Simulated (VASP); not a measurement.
Set up this calculation in VASP 6.6.1, as the native input.

| Property | Result |
| --- | --- |
| Task | single point |
| Functional | PBEsol |
| Potentials or basis | VASP PAW PBE potentials, release 64 (Yb) |
| Cutoff | 520 eV |
| k mesh | 12 × 12 × 6 |
| Occupations | fermi-dirac, width 0.1 eV |
| Spin | no spin polarisation |
| Dipole correction | no |
| Further INCAR settings | ALGO = Normal; EDIFF = 1e-07; NBANDS = 31 |

The structure of Yb lies in POSCAR:

```
Yb
1.0
    3.5682022951      0.0000000000      0.0000000000
   -1.7841011475      3.0901538334      0.0000000000
    0.0000000000      0.0000000000      5.8542939755
Yb
2
Direct
    0.3333333333      0.6666666667      0.2500000000
    0.6666666667      0.3333333333      0.7500000000
```

This isn't the form of Yb at room conditions, which is fcc.

These files were run (other wordings do the same):

INCAR

```
SYSTEM = Yb
PREC = Accurate
ENCUT = 520
EDIFF = 1E-7
ISMEAR = -1
SIGMA = 0.1
LREAL = .FALSE.
LASPH = .TRUE.
NELM = 80
ALGO = Normal
ISIF = 2
LWAVE = .FALSE.
LCHARG = .FALSE.
GGA = PS
NBANDS = 31
```

KPOINTS

```
Automatic mesh
0
G
  12 12 6
  0 0 0
```

Potentials or basis: VASP PAW PBE potentials, release 64 (Yb).

Command:

```bash
$ cat potpaw_PBE.64/Yb/POTCAR > POTCAR
$ mpirun -np 1 vasp_std > vasp.out
```

It gave:

* Pressure: -0.4 GPa
* Band gap on the k mesh: zero (bands 24 and 25 overlap by 0.37 eV)

Caveat: the PAW data sets were made with another functional, which shifts forces and pressure a little; spin-orbit coupling is left out, which moves the levels of the heavy elements.

Wall time 6.7 min on 1 thread of Intel Xeon 8259CL, with other jobs on the host, peak memory 0.29 GiB.
